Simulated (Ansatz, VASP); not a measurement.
## Ni: VASP beside Ansatz

```
CELL_PARAMETERS angstrom
0.00000 1.71246 1.71246
1.71246 0.00000 1.71246
1.71246 1.71246 0.00000
ATOMIC_POSITIONS crystal
Ni 0.00000 0.00000 0.00000
```

Alike in both runs: task single point; functional LDA; k mesh 16 × 16 × 16; occupations fermi-dirac, width 0.05 eV; non-collinear spin, spin-orbit coupling.

|  | VASP | Ansatz |
| --- | --- | --- |
| version | VASP 6.6.1 | Ansatz 0.2.0 |
| potentials or method | VASP PAW LDA potentials, release 64 (Ni), cutoff 520 eV | plane waves (420 eV) with PAW, fully relativistic with spin-orbit coupling |
| valence electrons in the cell | 10 | 18 |

|  | VASP | Ansatz | Ansatz less VASP |
| --- | --- | --- | --- |
| net moment per atom (μB) | 0.57 | 0.57 | +0.006 |

Ansatz warns that its potentials were made for another functional, while VASP's fit it. LDA's correlation is that of Perdew and Zunger in VASP and of Perdew and Wang (1992) in Ansatz. VASP's potentials hold 10 valence electrons a cell and Ansatz's 18, so a difference there can come from the potentials and not from the codes.
